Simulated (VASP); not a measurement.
## MoS2: single point with r2SCAN

Slab: MoS2, a slab with vacuum.

```
Mo S
1.0
     3.22603    0.00000    0.00000
    -1.61301    2.79382    0.00000
     0.00000    0.00000   17.56271
Mo S
1 2
Direct
  0.00000 0.00000 0.00000
  0.33333 0.66667 0.91051
  0.33333 0.66667 0.08949
```

| Item | Value |
| --- | --- |
| Program | VASP 6.6.1 |
| Task | single point |
| Functional | r2SCAN |
| Potentials or basis | VASP PAW PBE potentials, release 64 (Mo_sv, S) |
| Cutoff | 520 eV |
| k mesh | 10 × 10 × 2 |
| Occupations | fermi-dirac, width 0.05 eV |
| Spin | no spin polarisation |

- Largest force: 0.607 eV/Å
- Band gap on the k mesh: 1.72 eV, indirect (least direct gap 1.93 eV)

Forces in eV/Å, atoms in the order of the input:
```
Mo   0.000  0.000  0.000
S    0.000  0.000  0.607
S    0.000  0.000 -0.607
```

Levels at points of the mesh, in eV from the valence-band top:
```tsv
k point	band 11	band 12	band 13	band 14	band 15	band 16
(0.00, 0.00, 0.00)	-1.68	-1.68	0.00	2.74	2.74	2.95
(0.50, 0.00, 0.00)	-2.02	-1.20	-0.69	2.17	2.67	3.98
(0.00, 0.00, 0.50)	-1.68	-1.68	0.00	2.74	2.74	2.95
(0.50, 0.00, 0.50)	-2.02	-1.20	-0.69	2.17	2.67	3.98
```

Run time: 5.2 min on 1 thread of Intel(R) Xeon(R) Platinum 8259CL CPU @ 2.50GHz (Skylake/Cascade Lake) (shared host), peak memory 0.34 GiB.

Caveat: the PAW data sets were made with another functional, which shifts forces and pressure a little.
